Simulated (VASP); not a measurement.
# Pt: single point with PBEsol

Pt:

```
CELL_PARAMETERS angstrom
-1.67241 1.67241 1.42155
1.67241 -1.67241 1.42155
1.67241 1.67241 -1.42155
ATOMIC_POSITIONS crystal
Pt 0.00000 0.00000 0.00000
```

This cell differs from its parent crystal: ratio of the length along z to the lengths across it x 0.85, volume and fractional coordinates fixed.

```
Program             : VASP 6.6.1
Task                : single point
Functional          : PBEsol
Potentials or basis : VASP PAW PBE potentials, release 64 (Pt)
Cutoff              : 520 eV
k mesh              : 24 × 24 × 24
Occupations         : gaussian, width 0.15 eV
Spin                : no spin polarisation
```

| Quantity | Value |
| --- | --- |
| Pressure | -12.2 GPa |
| Band gap on the k mesh | zero (bands 5 and 6 overlap by 2.01 eV) |

Stress tensor (GPa, compression positive):
```
 -8.84   0.00   0.00
  0.00  -8.84   0.00
  0.00   0.00 -19.06
```

Levels at points of the mesh, in eV from the Fermi level:
```tsv
k point	band 3	band 4	band 5	band 6	band 7	band 8
(0.00, 0.00, 0.00)	-2.92	-2.92	-2.42	-0.41	15.94	15.94
(0.50, 0.00, 0.00)	-1.37	0.11	0.57	0.75	6.68	12.61
(0.50, 0.50, 0.00)	-2.62	-1.24	-0.53	0.67	5.18	14.54
(0.50, 0.50, 0.50)	0.25	0.25	0.69	5.92	5.92	11.05
```

Wall time 4.4 min on 1 thread of Intel Xeon 8259CL, on a shared host, peak memory 0.31 GiB.

Caveat: the stress differs along the axes, from -19 to -9 GPa; the PAW data sets were made with another functional, which shifts forces and pressure a little; spin-orbit coupling is left out, which moves the levels of the heavy elements.
